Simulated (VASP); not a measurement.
# AlCo (P4/mmm) in VASP: a series of runs, part 2 of 2

VASP 6.6.1. Earlier steps stand in the parts before.

### 4 Single point, PBEsol (strain -0.040 along x and y, +0.000 along z)

File INCAR:

```
SYSTEM = AlCo
  PREC = Accurate
  ENCUT = 520
  EDIFF = 1E-6
  ISMEAR = 0
  SIGMA = 0.15
  LREAL = .FALSE.
  LASPH = .TRUE.
  NELM = 100
  ALGO = Normal
  ISIF = 2
  LWAVE = .FALSE.
  LCHARG = .FALSE.
  GGA = PS
  NBANDS = 13
```

File KPOINTS:

```
regular mesh
0
G
  16 16 16
  0 0 0
```

File POSCAR:

```
AlCo
1.0
    2.7066270816      0.0000000000      0.0000000000
    0.0000000000      2.7066270816      0.0000000000
    0.0000000000      0.0000000000      2.8194032100
Al Co
1 1
Direct
    0.0000000000      0.0000000000      0.0000000000
    0.5000000000      0.5000000000      0.5000000000
```

Potentials or basis: VASP PAW PBE potentials, release 64 (Al, Co).

Command:

```
$ cat potpaw_PBE.64/Al/POTCAR potpaw_PBE.64/Co/POTCAR > POTCAR
$ mpirun -np 1 vasp_std > vasp.out
```

OUTCAR:

```text
SYSTEM = AlCo
   PREC = Accurate
   ENCUT = 520
   EDIFF = 1E-6
   ISMEAR = 0
   LREAL = .FALSE.
   LASPH = .TRUE.
   NELM = 100
   ISIF = 2
   GGA = PS

 ion  position               nearest neighbor table
   1  0.000  0.000  0.000-   2 2.38   2 2.38   2 2.38   2 2.38   2 2.38   2 2.38   2 2.38   2 2.38

   2  0.500  0.500  0.500-   1 2.38   1 2.38   1 2.38   1 2.38   1 2.38   1 2.38   1 2.38   1 2.38

  LATTYP: Found a simple tetragonal cell.
 ALAT       =     2.7066270816
 C/A-ratio  =     1.0416666667

  Lattice vectors:

 A1 = (   2.7066270816,   0.0000000000,   0.0000000000)
 A2 = (   0.0000000000,   2.7066270816,   0.0000000000)
 A3 = (   0.0000000000,   0.0000000000,   2.8194032100)

Analysis of symmetry for initial positions (statically):
=====================================================================
 Subroutine PRICEL returns:
 Original cell was already a primitive cell.

 Routine SETGRP: Setting up the symmetry group for a
 simple tetragonal supercell.

 Subroutine GETGRP returns: Found 16 space group operations
 (whereof 16 operations were pure point group operations)
 out of a pool of 16 trial point group operations.

The static configuration has the point symmetry D_4h.

Analysis of symmetry for dynamics (positions and initial velocities):
=====================================================================
 Subroutine PRICEL returns:
 Original cell was already a primitive cell.

 Routine SETGRP: Setting up the symmetry group for a
 simple tetragonal supercell.

 Subroutine GETGRP returns: Found 16 space group operations
 (whereof 16 operations were pure point group operations)
 out of a pool of 16 trial point group operations.

The dynamic configuration has the point symmetry D_4h.

 Subroutine INISYM returns: Found 16 space group operations
 (whereof 16 operations are pure point group operations),
 and found     1 'primitive' translations

----------------------------------------------------------------------------------------

                                     Primitive cell

  volume of cell :      20.6545

  direct lattice vectors                    reciprocal lattice vectors
     2.706627082  0.000000000  0.000000000     0.369463531  0.000000000  0.000000000
     0.000000000  2.706627082  0.000000000     0.000000000  0.369463531  0.000000000
     0.000000000  0.000000000  2.819403210     0.000000000  0.000000000  0.354684990

  length of vectors
     2.706627082  2.706627082  2.819403210     0.369463531  0.369463531  0.354684990

  position of ions in fractional coordinates (direct lattice)
     0.000000000  0.000000000  0.000000000
     0.500000000  0.500000000  0.500000000

  ion indices of the primitive-cell ions
   primitive index   ion index
                 1           1
                 2           2

----------------------------------------------------------------------------------------

 KPOINTS: regular mesh

Automatic generation of k-mesh.
 Grid dimensions read from file:
 generate k-points for:   16   16   16

 Generating k-lattice:

  Cartesian coordinates                     Fractional coordinates (reciprocal lattice)
     0.023091471  0.000000000  0.000000000     0.062500000  0.000000000  0.000000000
     0.000000000  0.023091471  0.000000000     0.000000000  0.062500000  0.000000000
     0.000000000  0.000000000  0.022167812     0.000000000  0.000000000  0.062500000

  Length of vectors
     0.023091471  0.023091471  0.022167812

  Shift w.r.t. Gamma in fractional coordinates (k-lattice)
     0.000000000  0.000000000  0.000000000

 Subroutine IBZKPT returns following result:
 ===========================================

 Found    405 irreducible k-points:

 Following reciprocal coordinates:
            Coordinates               Weight
  0.000000  0.000000  0.000000      1.000000
  0.062500  0.000000  0.000000      4.000000
  0.125000  0.000000  0.000000      4.000000
  0.187500  0.000000  0.000000      4.000000
  0.250000  0.000000  0.000000      4.000000
  0.312500  0.000000  0.000000      4.000000
[... 16 lines left out ...]
  0.437500  0.125000  0.000000      8.000000
  0.500000  0.125000  0.000000      4.000000
 [... further k-points ...]
   k-points           NKPTS =    405   k-points in BZ     NKDIM =    405   number of bands    NBANDS=     13
   number of dos      NEDOS =    301   number of ions     NIONS =      2
   total plane-waves  NPLWV =   9600
   dimension x,y,z NGX =    20 NGY =   20 NGZ =   24
   dimension x,y,z NGXF=    40 NGYF=   40 NGZF=   48
   ions per type =               1   1
   NGX,Y,Z   is equivalent  to a cutoff of  12.28, 12.28, 14.15 a.u.
   NGXF,Y,Z  is equivalent  to a cutoff of  24.57, 24.57, 28.30 a.u.
 SYSTEM =  AlCo
   PREC   = accura    normal or accurate (medium, high low for compatibility)
   ISTART =      0    job   : 0-new  1-cont  2-samecut
   ICHARG =      2    charge: 1-file 2-atom 10-const
   ISPIN  =      1    spin polarized calculation?
   LNONCOLLINEAR =      F non collinear calculations
   LSORBIT =      F    spin-orbit coupling
   LASPH  =      T    aspherical Exc in radial PAW
   ENCUT  =  520.0 eV  38.22 Ry    6.18 a.u.   5.03  5.03  5.24*2*pi/ulx,y,z
   NELM   =    100;   NELMIN=  2; NELMDL= -5     # of ELM steps
   EDIFF  = 0.1E-05   stopping-criterion for ELM
   LREAL  =      F    real-space projection
   EDIFFG = 0.1E-04   stopping-criterion for IOM
   NSW    =      0    number of steps for IOM
   IBRION =     -1    ionic relax: 0-MD 1-quasi-New 2-CG
   NFREE  =      0    steps in history (QN), initial steepest desc. (CG)
   ISIF   =      2    stress and relaxation
   ISYM   =      2    0-nonsym 1-usesym 2-fastsym
   POTIM  = 0.5000    time-step for ionic-motion
   TEBEG  =    0.0;   TEEND  =   0.0 temperature during run
   PSTRESS=    0.0 pullay stress
   NELECT =      12.0000    total number of electrons
   NUPDOWN=      -1.0000    fix difference up-down
   EMIN   =  10.00;   EMAX   =-10.00  energy-range for DOS
   EFERMI =   0.00;   METHOD = LEGACY
   ISMEAR =     0;   SIGMA  =   0.15  broadening in eV -4-tet -1-fermi 0-gaus
   EFERMI_NEDOS =   21; number of points for ismear=-14 and -15
   IALGO  =     38    algorithm
   IMIX   =      4    mixing-type and parameters
     AMIX     =   0.40;   BMIX     =  1.00
     AMIX_MAG =   1.60;   BMIX_MAG =  1.00
  volume/ion in A,a.u.               =      10.33        69.69
  Fermi-wavevector in a.u.,A,eV,Ry     =   1.366042  2.581444 25.389416  1.866069
  Thomas-Fermi vector in A             =   2.492217
   LORBIT       =      0    0 simple, 1 ext, 2 COOP (PROOUT), +10 PAW based schemes
   GGA     = PS    functional components
   LHFCALC =     F    Hartree Fock is set to
   AEXX    =    0.0000 exact exchange contribution
   IVDW    =     0    specifies the selected vdW correction
   LEPSILON=     F    determine dielectric tensor
   LRPA    =     F    only Hartree local field effects (RPA)
 non-spin polarized calculation
 Gauss-broadening in eV      SIGMA  =   0.15
  energy-cutoff  :      520.00
  volume of cell :       20.65
 maximum number of plane-waves:       574
   NGX = 11   NGY = 11   NGZ = 11

 number of electron      11.9999999 magnetization

 Free energy of the ion-electron system (eV)
  ---------------------------------------------------
  ext. energy  EPLUGINS =         0.00000000
  ---------------------------------------------------
  free energy    TOTEN  =       -12.96472408 eV

  energy without entropy =      -12.95534634  energy(sigma->0) =      -12.96003521

 E-fermi :  11.9985     XC(G=0): -12.9553

 val. band max:       11.9955927785   @ k =   0.2500   0.0625   0.5000
 cond. band min:      11.9997496335   @ k =   0.1875   0.0000   0.5000
 fundamental gap:      0.0041568549
 Fermi energy:        11.9985491213

 k-point     1 :       0.0000    0.0000    0.0000
  band No.  band energies     occupation
      1       0.1874      2.00000
      2       8.4741      2.00000
      3       8.5582      2.00000
      4      11.0464      2.00000
      5      11.0464      2.00000
      6      11.2174      2.00000
      7      17.5719      0.00000
      8      19.1643      0.00000
      9      19.1643      0.00000
     10      21.0955      0.00000
     11      21.4224      0.00000
     12      29.5816      0.00000
     13      34.7946      0.00000
[... 353 lines left out ...]
 k-point    24 :       0.5000    0.1250    0.0000
  band No.  band energies     occupation
      1       5.1907      2.00000
      2       5.2259      2.00000
      3       9.3440      2.00000
      4       9.8989      2.00000
      5      10.0789      2.00000
      6      11.0184      2.00000
      7      12.4200      0.00007
      8      20.0164      0.00000
      9      21.6637      0.00000
     10      22.9501      0.00000
     11      24.4337      0.00000
     12      24.9073      0.00000
     13      28.9306      0.00000

 [... further k-points ...]
[... 5 lines left out ...]
  --------------------------------------------------------------------------------------
  -------------------------------------------------------------------------------------
  Total        2.9305843      2.9305843      1.9458644      0.0000000      0.0000000      0.0000000
  in kB      227.3268681    227.3268681    150.9416574      0.0000000      0.0000000      0.0000000
  external PRESSURE =     201.8651312 kB  Pullay stress =       0.0000000 kB

 VOLUME and BASIS-vectors are now :
 -----------------------------------------------------------------------------
  energy-cutoff  :      520.00
  volume of cell :       20.65
      direct lattice vectors                 reciprocal lattice vectors
     2.706627082  0.000000000  0.000000000     0.369463531  0.000000000  0.000000000
     0.000000000  2.706627082  0.000000000     0.000000000  0.369463531  0.000000000
     0.000000000  0.000000000  2.819403210     0.000000000  0.000000000  0.354684990

 POSITION                                       TOTAL-FORCE (eV/Angst)
 -----------------------------------------------------------------------------------
      0.00000      0.00000      0.00000         0.000000      0.000000      0.000000
      1.35331      1.35331      1.40970         0.000000      0.000000      0.000000
 -----------------------------------------------------------------------------------
    total drift:                               -0.000000      0.000000      0.000000

  FREE ENERGIE OF THE ION-ELECTRON SYSTEM (eV)
  ---------------------------------------------------
  free  energy   TOTEN  =       -12.9647240760 eV

  energy  without entropy=      -12.9553463446  energy(sigma->0) =      -12.96003521
```

OSZICAR:

```text
N       E                     dE             d eps       ncg     rms          rms(c)
DAV:   1     0.363326625969E+02    0.36333E+02   -0.52664E+03 10722   0.996E+02
DAV:   2    -0.132200788314E+02   -0.49553E+02   -0.45225E+02 11120   0.177E+02
DAV:   3    -0.148852483222E+02   -0.16652E+01   -0.16538E+01 12734   0.371E+01
DAV:   4    -0.149098873919E+02   -0.24639E-01   -0.24632E-01 12473   0.410E+00
DAV:   5    -0.149107110728E+02   -0.82368E-03   -0.82367E-03 13010   0.813E-01    0.143E+01
DAV:   6    -0.169846602050E+02   -0.20739E+01   -0.57311E+01 12360   0.101E+02    0.159E+01
DAV:   7    -0.130233759870E+02    0.39613E+01   -0.26499E+01 12495   0.635E+01    0.207E+00
DAV:   8    -0.129802566180E+02    0.43119E-01   -0.17149E-01 12314   0.327E+00    0.112E+00
DAV:   9    -0.129650406575E+02    0.15216E-01   -0.22482E-02 14769   0.179E+00    0.268E-01
DAV:  10    -0.129647497698E+02    0.29089E-03   -0.39264E-04 12917   0.188E-01    0.164E-01
DAV:  11    -0.129647244886E+02    0.25281E-04   -0.26063E-05 13178   0.429E-02    0.107E-02
DAV:  12    -0.129647240760E+02    0.41263E-06   -0.35425E-06 11856   0.212E-02
   1 F= -.12964724E+02 E0= -.12960035E+02  d E =-.937773E-02
```

It took 2.1 min on 1 thread of AMD EPYC 7R13, shared host; peak memory 0.2 GiB.

Results:

| Quantity | Value |
| --- | --- |
| Free energy | -12.9647 eV |
| Pressure | 20.2 GPa |
| Band gap on the k mesh | zero (band 6 reaches 14.31 eV, above the bottom of band 7 at 11.71 eV) |

Levels at points of the mesh, in eV from the Fermi level:
```csv
k point,band 3,band 4,band 5,band 6,band 7,band 8,band 9,band 10
"(0.00, 0.00, 0.00)",-3.44,-0.95,-0.95,-0.78,5.57,7.17,7.17,9.10
"(0.50, 0.00, 0.00)",-2.75,-2.14,-1.80,-0.80,0.44,8.56,10.38,11.82
"(0.50, 0.50, 0.00)",-2.64,-2.64,-1.87,-1.87,-0.12,3.10,4.56,13.46
"(0.00, 0.00, 0.50)",-2.83,-1.82,-1.82,-0.68,0.01,8.61,11.72,11.72
"(0.50, 0.00, 0.50)",-3.08,-2.82,-1.64,-1.60,-0.29,2.71,4.12,14.58
"(0.50, 0.50, 0.50)",-4.43,-0.27,-0.09,2.31,2.50,2.50,5.31,5.91
```

Caveat: the cell differs from its parent crystal (strain -0.040 along x and y, +0.000 along z); the PAW data sets were made with another functional, which shifts forces and pressure a little. Spin polarisation is off, so any magnetic state and its effect on volume and gap are missing.

### 5 Overview

```csv
cell,gap on the mesh (eV),pressure (GPa)
"a = 2.707, b = 2.707, c = 2.594 Å, 2 atoms",none,46.4
"a = 2.819, b = 2.819, c = 2.594 Å, 2 atoms",none,21.7
"a = 2.707, b = 2.707, c = 2.819 Å, 2 atoms",none,20.2
```

Alike in all rows: task single point; level PBEsol; potentials or basis VASP PAW PBE potentials, release 64 (Al, Co); no spin polarisation; k mesh 16 × 16 × 16; cutoff (eV) 520; smearing gaussian 0.15 eV.

Caveats: the PAW data sets were made with another functional, which shifts forces and pressure a little.

Absolute energies hang on the potentials; compare differences alone.
